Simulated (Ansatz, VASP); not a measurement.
## One calculation of BAs, two programs

File INCAR:

```
  PREC = Accurate
  ENCUT = 600
  EDIFF = 1E-6
  ISMEAR = -1
  SIGMA = 0.05
  LREAL = False
  LASPH = True
  NELM = 80
  ALGO = Normal
  ISIF = 3
  LWAVE = False
  LCHARG = False
  GGA = PE
  IVDW = 12
  IBRION = 2
  NSW = 60
  EDIFFG = -0.01
```

The input KPOINTS:

```
regular mesh
0
Gamma
  10 10 10
```

POSCAR

```
BAs
1.0
    0.0000000000      2.3885000000      2.3885000000
    2.3885000000      0.0000000000      2.3885000000
    2.3885000000      2.3885000000      0.0000000000
As B
1 1
Direct
    0.7500000000      0.7500000000      0.7500000000
    0.0000000000      0.0000000000      0.0000000000
```

File input.yaml:

```yaml
crystal:
  lattice:
    - [0.0, 2.3885, 2.3885]
    - [2.3885, 0.0, 2.3885]
    - [2.3885, 2.3885, 0.0]
  atoms:
    - { symbol: As, position: [0.75, 0.75, 0.75] }
    - { symbol: B, position: [0.0, 0.0, 0.0] }
hamiltonian:
  xc: pbe
  pseudopotentials: { kind: paw }
  dispersion: d3bj
kpoints:
  mp_grid: { grid: [10, 10, 10] }
scf:
  occupations: { method: fermi_dirac, width: 0.05 }
output:
  forces: true
  stress: true
  write_density: true
  write_potential: true
  elf: true
  volumetric_format: npy
relax:
  f_tol: 0.01
  max_steps: 40
  cell: { stress_tol: 0.05 }
```

Alike in both runs: task relaxation of cell and atoms; functional PBE; dispersion D3(BJ); k mesh 10 × 10 × 10; occupations fermi-dirac, width 0.05 eV; no spin polarisation.

|  | VASP | Ansatz |
| --- | --- | --- |
| version | VASP 6.6.1 | Ansatz 0.2.0 |
| potentials or method | VASP PAW PBE potentials, release 64 (As, B) | Ansatz PAW |
| plane-wave cutoff (eV) | 600 | 420 |
| valence electrons in the cell | 8 | 18 |

|  | VASP | Ansatz | Ansatz less VASP |
| --- | --- | --- | --- |
| gap on the k mesh at the Fermi level, each at its own relaxed structure (eV) | 1.17 | 1.18 | +0.004 |
| relaxed volume (Å³/atom) | 13.58 | 13.52 | -0.064 |
| relaxed cell length with the largest relative difference (Å) | 3.374 | 3.369 | -0.0053 |

VASP's potentials hold 8 valence electrons a cell and Ansatz's 18, so a difference there can come from the potentials and not from the codes.

Noted on Ansatz's run: the plane-wave basis is chosen anew once the cell has moved, so the energies of steps on either side of that aren't comparable.
